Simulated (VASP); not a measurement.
A run of VASP 6.6.1:

File INCAR:

```
ALGO     = Normal         # electronic algorithm
EDIFF    = 1E-6           # SCF threshold, eV
ENCUT    = 520            # plane-wave cutoff, eV
GGA      = PE             # functional
ISIF     = 2              # what is computed and relaxed
ISMEAR   = 0              # smearing method
ISPIN    = 2              # spin polarisation
LASPH    = True           # aspherical terms in the spheres
LCHARG   = True           # write CHGCAR
LELF     = True           # ELF
LMAXMIX  = 4              # l up to which the mixer works
LORBIT   = 11             # projections on sites
LREAL    = False          # projectors in reciprocal space
LVHAR    = True         
LWAVE    = False          # write WAVECAR
MAGMOM   = 1.5 1.5        # initial moments
NBANDS   = 24             # bands
NELM     = 150            # most SCF steps
PREC     = Accurate       # precision mode
SIGMA    = 0.2            # smearing width, eV
```

File KPOINTS:

```
k-points
0
Gamma
  18 18 10
```

POSCAR

```
V
1.0
    2.6125220544      0.0000000000      0.0000000000
   -1.3062610272      2.2625104670      0.0000000000
    0.0000000000      0.0000000000      4.6879038651
V
2
Direct
    0.3333333333      0.6666666667      0.2500000000
    0.6666666667      0.3333333333      0.7500000000
```

Potentials or basis: VASP PAW PBE potentials, release 64 (V_sv).

Command:

```bash
$ cat potpaw_PBE.64/V_sv/POTCAR > POTCAR
$ mpirun -np 1 vasp_std > vasp.out
```

Hardware: 1 thread of Intel(R) Xeon(R) Platinum 8259CL CPU @ 2.50GHz (Skylake/Cascade Lake), on a shared host.

How long does it take, and how much memory?

Wall time 3.1 min on 1 thread of Intel(R) Xeon(R) Platinum 8259CL CPU @ 2.50GHz (Skylake/Cascade Lake) (shared host), peak memory 0.3 GiB. Counts: scf iterations 14, k points 222.
